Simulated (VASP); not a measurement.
# Co (P6_3/mmc) in VASP: single point with PBE

Aim: the single point of Co with PBE.

Everything below comes from runs of VASP 6.6.1. Logs are shortened: lines on timing, memory, paths and dates and some standing lists are left out, and cuts for length are marked.

**1. The cell of the first run**

The structure is hexagonal, space group P6_3/mmc (No. 194). The conventional cell has a = 2.498 Å, b = 2.498 Å, c = 4.029 Å, α = 90.00°, β = 90.00°, γ = 120.00°. Co (site symmetry -6m2) has 12 Co at 2.48 to 2.50 Å within 3.3 Å.

**2. Single point, PBE, collinear spin, ferromagnetic start**

File INCAR:

```
  ALGO = Normal
  EDIFF = 1E-6
  ENCUT = 520
  GGA = PE
  ISIF = 2
  ISMEAR = 0
  ISPIN = 2
  LASPH = T
  LCHARG = F
  LMAXMIX = 4
  LORBIT = 11
  LREAL = F
  LWAVE = F
  MAGMOM = 1.5 1.5
  NBANDS = 20
  NELM = 150
  PREC = Accurate
  SIGMA = 0.05
```

File KPOINTS:

```
k-points
0
Gamma
  10 10 6
```

File POSCAR:

```
Co
1.0
    2.4979327774      0.0000000000      0.0000000000
   -1.2489663887      2.1632732422      0.0000000000
    0.0000000000      0.0000000000      4.0294966825
Co
2
Direct
    0.3333333333      0.6666666667      0.7500000000
    0.6666666667      0.3333333333      0.2500000000
```

Potentials or basis: VASP PAW PBE potentials, release 64 (Co).

Command:

```bash
cat potpaw_PBE.64/Co/POTCAR > POTCAR
mpirun -np 1 vasp_std > vasp.out
```

OUTCAR:

```text
EDIFF = 1E-6
   ENCUT = 520
   GGA = PE
   ISIF = 2
   ISMEAR = 0
   ISPIN = 2
   LASPH = T
   LORBIT = 11
   LREAL = F
   NELM = 150
   PREC = Accurate

 ion  position               nearest neighbor table
   1  0.333  0.667  0.750-   2 2.48   2 2.48   2 2.48   2 2.48   2 2.48   2 2.48
   2  0.667  0.333  0.250-   1 2.48   1 2.48   1 2.48   1 2.48   1 2.48   1 2.48

  LATTYP: Found a hexagonal cell.
 ALAT       =     2.4979327774
 C/A-ratio  =     1.6131325546

  Lattice vectors:

 A1 = (   2.4979327774,   0.0000000000,   0.0000000000)
 A2 = (  -1.2489663887,   2.1632732422,   0.0000000000)
 A3 = (   0.0000000000,   0.0000000000,   4.0294966825)

Analysis of symmetry for initial positions (statically):
=====================================================================
 Subroutine PRICEL returns:
 Original cell was already a primitive cell.

 Routine SETGRP: Setting up the symmetry group for a
 hexagonal supercell.

 Subroutine GETGRP returns: Found 24 space group operations
 (whereof 12 operations were pure point group operations)
 out of a pool of 24 trial point group operations.

The static configuration has the point symmetry D_3d.
 The point group associated with its full space group is D_6h.

Analysis of symmetry for dynamics (positions and initial velocities):
=====================================================================
 Subroutine PRICEL returns:
 Original cell was already a primitive cell.

 Routine SETGRP: Setting up the symmetry group for a
 hexagonal supercell.

 Subroutine GETGRP returns: Found 24 space group operations
 (whereof 12 operations were pure point group operations)
 out of a pool of 24 trial point group operations.

The dynamic configuration has the point symmetry D_3d.
 The point group associated with its full space group is D_6h.

Analysis of structural, dynamic, and magnetic symmetry:
=====================================================================
 Subroutine PRICEL returns:
 Original cell was already a primitive cell.

 Routine SETGRP: Setting up the symmetry group for a
 hexagonal supercell.

 Subroutine GETGRP returns: Found 24 space group operations
 (whereof 12 operations were pure point group operations)
 out of a pool of 24 trial point group operations.

The overall configuration has the point symmetry D_3d.
 The point group associated with its full space group is D_6h.
[... 111 lines left out ...]
   NUPDOWN=      -1.0000    fix difference up-down
   EMIN   =  10.00;   EMAX   =-10.00  energy-range for DOS
   EFERMI =   0.00;   METHOD = LEGACY
   ISMEAR =     0;   SIGMA  =   0.05  broadening in eV -4-tet -1-fermi 0-gaus
   EFERMI_NEDOS =   21; number of points for ismear=-14 and -15
   IALGO  =     38    algorithm
   IMIX   =      4    mixing-type and parameters
     AMIX     =   0.40;   BMIX     =  1.00
     AMIX_MAG =   1.60;   BMIX_MAG =  1.00
  volume/ion in A,a.u.               =      10.89        73.47
  Fermi-wavevector in a.u.,A,eV,Ry     =   1.536449  2.903467 32.118922  2.360674
  Thomas-Fermi vector in A             =   2.643096
   LORBIT       =     11    0 simple, 1 ext, 2 COOP (PROOUT), +10 PAW based schemes
   GGA     = PE    functional components
   LHFCALC =     F    Hartree Fock is set to
   AEXX    =    0.0000 exact exchange contribution
   IVDW    =     0    specifies the selected vdW correction
   LEPSILON=     F    determine dielectric tensor
   LRPA    =     F    only Hartree local field effects (RPA)
 spin polarized calculation
 Gauss-broadening in eV      SIGMA  =   0.05
  energy-cutoff  :      520.00
  volume of cell :       21.77
 maximum number of plane-waves:       602
 NGX is ok and might be reduce to    20
   NGX =  9   NGY =  9   NGZ = 15

 number of electron      17.9999996 magnetization       3.3157499

 Free energy of the ion-electron system (eV)
  ---------------------------------------------------
  ext. energy  EPLUGINS =         0.00000000
  ---------------------------------------------------
  free energy    TOTEN  =       -14.07405483 eV

  energy without entropy =      -14.07130895  energy(sigma->0) =      -14.07268189

 E-fermi :  10.1727     XC(G=0): -13.3841

 val. band max:       10.1594381935   @ k =   0.0000   0.0000   0.0000
 cond. band min:      10.1860112232   @ k =   0.2000   0.1000   0.3333
 fundamental gap:      0.0265730297
 Fermi energy:        10.1726881870

 spin component 1

 k-point     1 :       0.0000    0.0000    0.0000
  band No.  band energies     occupation
      1       1.3134      1.00000
      2       5.0775      1.00000
      3       7.5859      1.00000
      4       7.5908      1.00000
      5       7.5908      1.00000
      6       7.9023      1.00000
[... 541 lines left out ...]
     19      34.3700      0.00000
     20      34.6387      0.00000

 [... further k-points ...]

 spin component 2

 k-point     1 :       0.0000    0.0000    0.0000
  band No.  band energies     occupation
      1       1.3203      1.00000
      2       6.0582      1.00000
      3       9.2645      1.00000
      4       9.2818      1.00000
      5       9.2818      1.00000
      6       9.6488      1.00000
[... 541 lines left out ...]
     19      34.5332      0.00000
     20      35.0115      0.00000

 [... further k-points ...]
[... 5 lines left out ...]
  --------------------------------------------------------------------------------------
  -------------------------------------------------------------------------------------
  Total       -0.0614014     -0.0614014     -0.0846722      0.0000000      0.0000000      0.0000000
  in kB       -4.5179978     -4.5179978     -6.2302933      0.0000000      0.0000000      0.0000000
  external PRESSURE =      -5.0887630 kB  Pullay stress =       0.0000000 kB

 VOLUME and BASIS-vectors are now :
 -----------------------------------------------------------------------------
  energy-cutoff  :      520.00
  volume of cell :       21.77
      direct lattice vectors                 reciprocal lattice vectors
     2.497932777  0.000000000  0.000000000     0.400331029  0.231131228  0.000000000
    -1.248966389  2.163273242  0.000000000     0.000000000  0.462262455  0.000000000
     0.000000000  0.000000000  4.029496682     0.000000000  0.000000000  0.248169952

 POSITION                                       TOTAL-FORCE (eV/Angst)
 -----------------------------------------------------------------------------------
     -0.00000      1.44218      3.02212         0.000000     -0.000000      0.000000
      1.24897      0.72109      1.00737        -0.000000      0.000000      0.000000
 -----------------------------------------------------------------------------------
    total drift:                               -0.000000      0.000000     -0.000000

  FREE ENERGIE OF THE ION-ELECTRON SYSTEM (eV)
  ---------------------------------------------------
  free  energy   TOTEN  =       -14.0740548320 eV

  energy  without entropy=      -14.0713089532  energy(sigma->0) =      -14.07268189

 total charge

# of ion       s       p       d       tot
------------------------------------------
    1        0.489   0.520   7.257   8.265
    2        0.489   0.520   7.257   8.265
--------------------------------------------------
tot          0.977   1.040  14.513  16.531

 magnetization (x)

# of ion       s       p       d       tot
------------------------------------------
    1       -0.013  -0.052   1.742   1.677
    2       -0.013  -0.052   1.742   1.677
--------------------------------------------------
tot         -0.026  -0.104   3.485   3.355
```

It took 22 s on 1 thread of Intel Xeon 6975P-C (Granite Rapids), shared host; peak memory 0.16 GiB.

What came out:

```yaml
Free_energy: -14.0741 eV
Pressure: -0.5 GPa
Net_moment: 3.32 μB per cell
Site_moments: Co +1.68 μB
Valence_electrons_inside_the_program's_atomic_spheres: Co 8.27
```

Stress tensor (GPa, compression positive):
```
-0.45  0.00  0.00
 0.00 -0.45  0.00
 0.00  0.00 -0.62
```
